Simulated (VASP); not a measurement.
# ZrH (P4_2/mmc) in VASP: a series of runs

The runs below take ZrH through single point, relaxation of cell and atoms, with r2SCAN.

All numbers are computed with VASP 6.6.1; they aren't measurements. Logs are shortened: lines on timing, memory, paths and dates and some standing lists are left out, and cuts for length are marked.

### 1 The cell of the first run

The structure is tetragonal, space group P4_2/mmc (No. 131). Conventional cell: a = 3.248 Å, b = 3.248 Å, c = 4.969 Å, α = 90.00°, β = 90.00°, γ = 90.00°. Within 2.7 Å of Zr (site symmetry mmm) lie 4 H at 2.04 Å. Within 2.7 Å of H (site symmetry -4m2) lie 4 Zr at 2.04 Å and 2 H at 2.48 Å.

### 2 Single point, r2SCAN

POSCAR reads:

```
ZrH
1.0
    3.2477601912      0.0000000000      0.0000000000
    0.0000000000      3.2477601912      0.0000000000
    0.0000000000      0.0000000000      4.9686623255
Zr H
2 2
Direct
    0.0000000000      0.5000000000      0.0000000000
    0.5000000000      0.0000000000      0.5000000000
    0.0000000000      0.0000000000      0.7500000000
    0.0000000000      0.0000000000      0.2500000000
```

INCAR.step1 reads:

```
SYSTEM = ZrH
  ALGO = Normal
  EDIFF = 1E-4
  ENCUT = 520
  GGA = PE
  ISMEAR = 1
  LASPH = .True.
  LCHARG = .False.
  LREAL = .False.
  LWAVE = .True.
  NBANDS = 21
  NELM = 60
  PREC = Accurate
  SIGMA = 0.05
```

INCAR.step2 reads:

```
SYSTEM = ZrH
  ALGO = Normal
  EDIFF = 1E-6
  ENCUT = 520
  ISIF = 2
  ISMEAR = 1
  ISTART = 1
  LASPH = .True.
  LCHARG = .False.
  LMIXTAU = .True.
  LREAL = .False.
  LWAVE = .False.
  METAGGA = R2SCAN
  NBANDS = 21
  NELM = 60
  PREC = Accurate
  SIGMA = 0.05
```

KPOINTS reads:

```
k-points
0
Gamma
  8 8 5
  0 0 0
```

Potentials or basis: VASP PAW PBE potentials, release 64 (Zr_sv, H).

Command:

```bash
> cat potpaw_PBE.64/Zr_sv/POTCAR potpaw_PBE.64/H/POTCAR > POTCAR
> cp INCAR.step1 INCAR
> mpirun -np 1 vasp_std > vasp.out
> cp INCAR.step2 INCAR
> mpirun -np 1 vasp_std > vasp.out
```

OUTCAR:

```text
SYSTEM = ZrH
   EDIFF = 1E-6
   ENCUT = 520
   ISIF = 2
   ISMEAR = 1
   ISTART = 1
   LASPH = .True.
   LREAL = .False.
   METAGGA = R2SCAN
   NELM = 60
   PREC = Accurate

 ion  position               nearest neighbor table
   1  0.000  0.500  0.000-   3 2.04   4 2.04   3 2.04   4 2.04   2 3.38   2 3.38   2 3.38   2 3.38
                             2 3.38   2 3.38   2 3.38   2 3.38
   2  0.500  0.000  0.500-   3 2.04   4 2.04   3 2.04   4 2.04   1 3.38   1 3.38   1 3.38   1 3.38
                             1 3.38   1 3.38   1 3.38   1 3.38
   3  0.000  0.000  0.750-   1 2.04   2 2.04   1 2.04   2 2.04
   4  0.000  0.000  0.250-   1 2.04   2 2.04   1 2.04   2 2.04

  LATTYP: Found a simple tetragonal cell.
 ALAT       =     3.2477601912
 C/A-ratio  =     1.5298735230

  Lattice vectors:

 A1 = (   3.2477601912,   0.0000000000,   0.0000000000)
 A2 = (   0.0000000000,   3.2477601912,   0.0000000000)
 A3 = (   0.0000000000,   0.0000000000,   4.9686623255)

Analysis of symmetry for initial positions (statically):
=====================================================================
 Subroutine PRICEL returns:
 Original cell was already a primitive cell.

 Routine SETGRP: Setting up the symmetry group for a
 simple tetragonal supercell.

 Subroutine GETGRP returns: Found 16 space group operations
 (whereof  8 operations were pure point group operations)
 out of a pool of 16 trial point group operations.

The static configuration has the point symmetry D_2h.
 The point group associated with its full space group is D_4h.

Analysis of symmetry for dynamics (positions and initial velocities):
=====================================================================
 Subroutine PRICEL returns:
 Original cell was already a primitive cell.

 Routine SETGRP: Setting up the symmetry group for a
 simple tetragonal supercell.

 Subroutine GETGRP returns: Found 16 space group operations
 (whereof  8 operations were pure point group operations)
 out of a pool of 16 trial point group operations.

The dynamic configuration has the point symmetry D_2h.
 The point group associated with its full space group is D_4h.

 Subroutine INISYM returns: Found 16 space group operations
 (whereof  8 operations are pure point group operations),
 and found     1 'primitive' translations

----------------------------------------------------------------------------------------

[... 95 lines left out ...]
   NELM   =     60;   NELMIN=  2; NELMDL=  0     # of ELM steps
   EDIFF  = 0.1E-05   stopping-criterion for ELM
   LREAL  =      F    real-space projection
   EDIFFG = 0.1E-04   stopping-criterion for IOM
   NSW    =      0    number of steps for IOM
   IBRION =     -1    ionic relax: 0-MD 1-quasi-New 2-CG
   NFREE  =      0    steps in history (QN), initial steepest desc. (CG)
   ISIF   =      2    stress and relaxation
   ISYM   =      2    0-nonsym 1-usesym 2-fastsym
   POTIM  = 0.5000    time-step for ionic-motion
   TEBEG  =    0.0;   TEEND  =   0.0 temperature during run
   PSTRESS=    0.0 pullay stress
   NELECT =      26.0000    total number of electrons
   NUPDOWN=      -1.0000    fix difference up-down
   EMIN   =  10.00;   EMAX   =-10.00  energy-range for DOS
   EFERMI =   0.00;   METHOD = LEGACY
   ISMEAR =     1;   SIGMA  =   0.05  broadening in eV -4-tet -1-fermi 0-gaus
   EFERMI_NEDOS =   21; number of points for ismear=-14 and -15
   IALGO  =     38    algorithm
   IMIX   =      4    mixing-type and parameters
     AMIX     =   0.40;   BMIX     =  1.00
     AMIX_MAG =   1.60;   BMIX_MAG =  1.00
  volume/ion in A,a.u.               =      13.10        88.42
  Fermi-wavevector in a.u.,A,eV,Ry     =   1.295976  2.449039 22.851702  1.679553
  Thomas-Fermi vector in A             =   2.427461
   LORBIT       =      0    0 simple, 1 ext, 2 COOP (PROOUT), +10 PAW based schemes
   METAGGA = R2SCAN    functional components
   LHFCALC =     F    Hartree Fock is set to
   AEXX    =    0.0000 exact exchange contribution
   IVDW    =     0    specifies the selected vdW correction
   LEPSILON=     F    determine dielectric tensor
   LRPA    =     F    only Hartree local field effects (RPA)
 non-spin polarized calculation
 Methfessel and Paxton  Order N= 1 SIGMA  =   0.05
  energy-cutoff  :      520.00
  volume of cell :       52.41
 maximum number of plane-waves:      1432
   NGX = 13   NGY = 13   NGZ = 19

 number of electron      25.9999998 magnetization

 Free energy of the ion-electron system (eV)
  ---------------------------------------------------
  ext. energy  EPLUGINS =         0.00000000
  ---------------------------------------------------
  free energy    TOTEN  =       -54.38740204 eV

  energy without entropy =      -54.38750035  energy(sigma->0) =      -54.38743481

 E-fermi :   8.2444     XC(G=0): -11.8158

 val. band max:        8.2318837781   @ k =   0.1250   0.0000   0.2000
 cond. band min:       8.2716661129   @ k =   0.5000   0.0000   0.2000
 fundamental gap:      0.0397823348
 Fermi energy:         8.2444150025

 k-point     1 :       0.0000    0.0000    0.0000
  band No.  band energies     occupation
      1     -42.4800      2.00000
      2     -42.3694      2.00000
      3     -20.1540      2.00000
      4     -19.6447      2.00000
      5     -19.6447      2.00000
      6     -19.4434      2.00000
[... 565 lines left out ...]
     20      13.6864      0.00000
     21      15.9283      0.00000

 [... further k-points ...]

------------------------ aborting loop because EDIFF is reached ----------------------------------------

  FORCE on cell =-STRESS in cart. coord.  units (eV):
  Direction    XX          YY          ZZ          XY          YZ          ZX
  --------------------------------------------------------------------------------------
  -------------------------------------------------------------------------------------
  Total       -0.0329040     -0.0329040      0.0015844      0.0000000      0.0000000      0.0000000
  in kB       -1.0058925     -1.0058925      0.0484373      0.0000000      0.0000000      0.0000000
  external PRESSURE =      -0.6544492 kB  Pullay stress =       0.0000000 kB

 VOLUME and BASIS-vectors are now :
 -----------------------------------------------------------------------------
  energy-cutoff  :      520.00
  volume of cell :       52.41
      direct lattice vectors                 reciprocal lattice vectors
     3.247760191  0.000000000  0.000000000     0.307904507  0.000000000  0.000000000
     0.000000000  3.247760191  0.000000000     0.000000000  0.307904507  0.000000000
     0.000000000  0.000000000  4.968662326     0.000000000  0.000000000  0.201261413

 POSITION                                       TOTAL-FORCE (eV/Angst)
 -----------------------------------------------------------------------------------
      0.00000      1.62388      0.00000         0.000000      0.000000      0.000000
      1.62388      0.00000      2.48433         0.000000      0.000000      0.000000
      0.00000      0.00000      3.72650         0.000000     -0.000000     -0.000000
      0.00000      0.00000      1.24217        -0.000000      0.000000     -0.000000
 -----------------------------------------------------------------------------------
    total drift:                                0.000000      0.000000     -0.000000

  FREE ENERGIE OF THE ION-ELECTRON SYSTEM (eV)
  ---------------------------------------------------
  free  energy   TOTEN  =       -54.3874020409 eV

  energy  without entropy=      -54.3875003500  energy(sigma->0) =      -54.38743481
```

OSZICAR.step1:

```text
N       E                     dE             d eps       ncg     rms          rms(c)
DAV:   1     0.219341312800E+03    0.21934E+03   -0.14044E+04  1890   0.121E+03
DAV:   2    -0.106083989744E+02   -0.22995E+03   -0.22487E+03  2142   0.356E+02
DAV:   3    -0.272425643351E+02   -0.16634E+02   -0.16519E+02  3584   0.700E+01
DAV:   4    -0.275921021820E+02   -0.34954E+00   -0.34924E+00  2307   0.113E+01
DAV:   5    -0.276019610561E+02   -0.98589E-02   -0.98585E-02  2966   0.125E+00    0.191E+01
DAV:   6    -0.258334711288E+02    0.17685E+01   -0.25441E+00  2164   0.103E+01    0.726E+00
DAV:   7    -0.255204564587E+02    0.31301E+00   -0.13843E+00  2662   0.659E+00    0.114E+00
DAV:   8    -0.255326126557E+02   -0.12156E-01   -0.13749E-01  2443   0.204E+00    0.559E-01
DAV:   9    -0.255332286713E+02   -0.61602E-03   -0.63648E-03  2529   0.615E-01    0.999E-02
DAV:  10    -0.255329820635E+02    0.24661E-03   -0.33400E-04  1999   0.989E-02    0.518E-02
DAV:  11    -0.255329776787E+02    0.43848E-05   -0.32882E-05  1295   0.482E-02
   1 F= -.25532978E+02 E0= -.25532958E+02  d E =-.594998E-04
```

Run time: 51 s. Hardware: 1 thread of Intel Xeon 6975P-C (Granite Rapids), shared host; peak memory 0.19 GiB.

What came out:

| Item | Value |
| --- | --- |
| Free energy | -54.3874 eV |
| Pressure | -0.1 GPa |
| Band gap on the k mesh | zero (bands 13 and 14 overlap by 0.54 eV) |

Caveat: the PAW data sets were made with another functional, which shifts forces and pressure a little.

### 3 Relaxation of cell and atoms, r2SCAN

This run uses another cell than the first one, of 13.01 Å³/atom.

POSCAR reads:

```
ZrH
1.0
    3.2427900000      0.0000000000      0.0000000000
    0.0000000000      3.2427900000      0.0000000000
    0.0000000000      0.0000000000      4.9480000000
Zr H
2 2
Direct
    0.0000000000      0.5000000000      0.0000000000
    0.5000000000      0.0000000000      0.5000000000
    0.0000000000      0.0000000000      0.7500000000
    0.0000000000      0.0000000000      0.2500000000
```

INCAR.step1 reads:

```
SYSTEM = ZrH
ALGO = Normal
EDIFF = 1E-4
ENCUT = 600
GGA = PE
ISMEAR = 1
LASPH = .True.
LCHARG = .False.
LREAL = .False.
LWAVE = .True.
NELM = 60
PREC = Accurate
SIGMA = 0.05
```

INCAR.step2 reads:

```
SYSTEM = ZrH
ALGO = Normal
EDIFF = 1E-6
EDIFFG = -0.01
ENCUT = 600
IBRION = 2
ISIF = 3
ISMEAR = 1
ISTART = 1
LASPH = .True.
LCHARG = .False.
LMIXTAU = .True.
LREAL = .False.
LWAVE = .False.
METAGGA = R2SCAN
NELM = 60
NSW = 60
PREC = Accurate
SIGMA = 0.05
```

KPOINTS is that of step 2.

Potentials or basis: VASP PAW PBE potentials, release 64 (Zr_sv, H).

Command:

```bash
> cat potpaw_PBE.64/Zr_sv/POTCAR potpaw_PBE.64/H/POTCAR > POTCAR
> cp INCAR.step1 INCAR
> mpirun -np 1 vasp_std > vasp.out
> cp INCAR.step2 INCAR
> mpirun -np 1 vasp_std > vasp.out
```

Run time: 3.7 min. Hardware: 1 thread of Intel Xeon 6975P-C (Granite Rapids), shared host; peak memory 0.21 GiB.

It converged, with:

| Item | Value |
| --- | --- |
| Free energy | -54.3849 eV |
| Relaxed volume | 13.10 Å³/atom |
| Relaxed cell | a = 3.250 Å, b = 3.250 Å, c = 4.963 Å, α = 90.00°, β = 90.00°, γ = 90.00° |
| Space group after relaxing (to 0.1 Å) | P4_2/mmc (No. 131) |
| Energy gained by relaxing | 0.3 meV/atom |
| Ionic steps | 3 |
| Pressure after relaxing | 0.0 GPa |
| Band gap on the k mesh | zero (bands 13 and 14 overlap by 0.54 eV) |

Stress tensor (GPa, compression positive):
```
-0.08  0.00  0.00
 0.00 -0.08  0.00
 0.00  0.00  0.11
```

The path:
```csv
step,energy change (eV),largest force (eV/Å),pressure (GPa),volume (Å³)
1,0.0000,0.0000,0.88,52.03
2,-0.0009,0.0000,-0.37,52.57
3,-0.0011,0.0000,-0.02,52.41
```

Final structure:
```xyz
4
Lattice="3.2499 0.0000 0.0000 0.0000 3.2499 0.0000 0.0000 0.0000 4.9626" Properties=species:S:1:pos:R:3 pbc="T T T"
Zr    0.0000    1.6250    0.0000
Zr    1.6250    0.0000    2.4813
H     0.0000    0.0000    3.7219
H     0.0000    0.0000    1.2406
```

Levels at points of the mesh, in eV from the Fermi level:
```
           k point  band 10  band 11  band 12  band 13  band 14  band 15  band 16  band 17
(0.00, 0.00, 0.00)    -4.00    -3.13    -3.10     0.12     0.80     0.80     2.49     3.58
(0.50, 0.00, 0.00)    -5.85    -2.18    -0.87    -0.60    -0.22     1.86     2.08     2.49
(0.50, 0.50, 0.00)    -4.43    -3.04    -3.04    -2.02     2.76     4.22     4.55     4.55
```

Caveat: the PAW data sets were made with another functional, which shifts forces and pressure a little. Zero-point motion and thermal expansion aren't in these numbers.
